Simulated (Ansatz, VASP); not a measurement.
One calculation of Ga, two programs

File POSCAR:

```
Ga
1.0
   -1.7906290000      1.7906290000      1.4743150000
    1.7906290000     -1.7906290000      1.4743150000
    1.7906290000      1.7906290000     -1.4743150000
Ga
1
Direct
    0.0000000000      0.0000000000      0.0000000000
```

Contents of INCAR.step1:

```
SYSTEM = Ga
ALGO     = Normal         ! electronic algorithm
EDIFF    = 1E-4           ! SCF threshold, eV
ENCUT    = 520            ! plane-wave cutoff, eV
GGA      = PE             ! functional
ISMEAR   = -1             ! smearing method
LASPH    = .True.         ! aspherical terms in the spheres
LCHARG   = .False.        ! write CHGCAR
LREAL    = .False.        ! projectors in reciprocal space
LWAVE    = .True.         ! write WAVECAR
NBANDS   = 12             ! bands
NELM     = 100            ! most SCF steps
PREC     = Accurate       ! precision mode
SIGMA    = 0.1            ! smearing width, eV
```

File INCAR.step2:

```
SYSTEM = Ga
ALGO     = Normal         ! electronic algorithm
EDIFF    = 1E-6           ! SCF threshold, eV
ENCUT    = 520            ! plane-wave cutoff, eV
ISIF     = 2              ! what is computed and relaxed
ISMEAR   = -1             ! smearing method
ISTART   = 1            
LASPH    = .True.         ! aspherical terms in the spheres
LCHARG   = .False.        ! write CHGCAR
LMIXTAU  = .True.       
LREAL    = .False.        ! projectors in reciprocal space
LWAVE    = .False.        ! write WAVECAR
METAGGA  = R2SCAN         ! meta-GGA
NBANDS   = 12             ! bands
NELM     = 100            ! most SCF steps
PREC     = Accurate       ! precision mode
SIGMA    = 0.1            ! smearing width, eV
```

KPOINTS

```
k-points
0
Gamma
  15 15 15
  0 0 0
```

Input for Ansatz:

```yaml
crystal:
  lattice:
    - [-1.790629, 1.790629, 1.474315]
    - [1.790629, -1.790629, 1.474315]
    - [1.790629, 1.790629, -1.474315]
  atoms:
    - { symbol: Ga, position: [0.0, 0.0, 0.0] }
  symmetry: { tolerance: 0.0003 }
kpoints:
  mp_grid: { grid: [15, 15, 15], shift: [0, 0, 0] }
  band_path:
    path:
      - [0.0, 0.0, 0.0]
      - [0.0, 0.0, 0.5]
      - [-0.5, 0.5, 0.5]
      - [0.0, 0.0, 0.0]
      - [0.41947645, 0.41947645, -0.41947645]
      - [-0.41947645, 0.58052355, 0.41947645]
      - [-0.5, 0.5, 0.5]
      - [0.0, 0.0, 0.5]
      - [0.25, 0.25, 0.25]
      - [0.0, 0.5, 0.0]
      - [0.0, 0.0, 0.0]
    npoints: 6
magnetization:
  spin_polarized: false
scf:
  occupations: { method: fermi_dirac }
  lower_state_search: "off"
  max_iter: 200
hamiltonian:
  pseudopotentials: { kind: paw }
  xc: r2scan
basis:
  ecutwfc: 500
  fft_grid_basis: typed
output:
  forces: true
  stress: true
  eigenvalues: true
  bader: true
  populations: true
  elf: true
  write_potential: true
  volumetric_format: npy
  dos:
    e_range: [-12, 8]
    de: 0.05
    projected: { site_lists: { Ga: [Ga] } }
checkpoint:
  read: saved_state
```

Alike in both runs: task single point; functional r2SCAN; k mesh 15 × 15 × 15; no spin polarisation.

|  | VASP | Ansatz |
| --- | --- | --- |
| version | VASP 6.6.1 | Ansatz 0.2.0 |
| potentials or method | VASP PAW PBE potentials, release 64 (Ga_d), cutoff 520 eV | PAW plane waves |
| occupations | fermi-dirac, width 0.1 eV | fermi-dirac |
| valence electrons in the cell | 13 | 13 |

```tsv
	VASP	Ansatz	Ansatz less VASP
pressure (GPa)	-2.4	-2.4	+0.07
traceless stress, the component that is largest in VASP (GPa)	-0.70	-0.72	-0.019
```

VASP's potentials were made for PBE, not for r2SCAN.
